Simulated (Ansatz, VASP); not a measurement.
**RbSi6 in VASP and in Ansatz**

```
Rb Si
1.0
    -3.29657    3.29657    3.29657
     3.29657   -3.29657    3.29657
     3.29657    3.29657   -3.29657
Rb Si
1 6
Direct
  0.00000 0.00000 0.00000
  0.75000 0.25000 0.50000
  0.25000 0.75000 0.50000
  0.50000 0.25000 0.75000
  0.75000 0.50000 0.25000
  0.50000 0.75000 0.25000
  0.25000 0.50000 0.75000
```

Alike in both runs: task single point; functional PBE; k mesh 8 × 8 × 8; occupations gaussian, width 0.1 eV; no spin polarisation.

|  | VASP | Ansatz |
| --- | --- | --- |
| version | VASP 6.6.1 | Ansatz 0.2.0 |
| potentials or method | VASP PAW PBE potentials, release 64 (Rb_sv, Si), cutoff 520 eV | scalar-relativistic, plane waves, PAW |
| valence electrons in the cell | 33 | 33 |

|  | VASP | Ansatz | Ansatz less VASP |
| --- | --- | --- | --- |
| gap on the k mesh at the Fermi level (eV) | none | none | - |
| pressure (GPa) | 7.6 | 7.6 | +0.04 |

A gap of «none» marks a metal or a gap that the smearing closes.
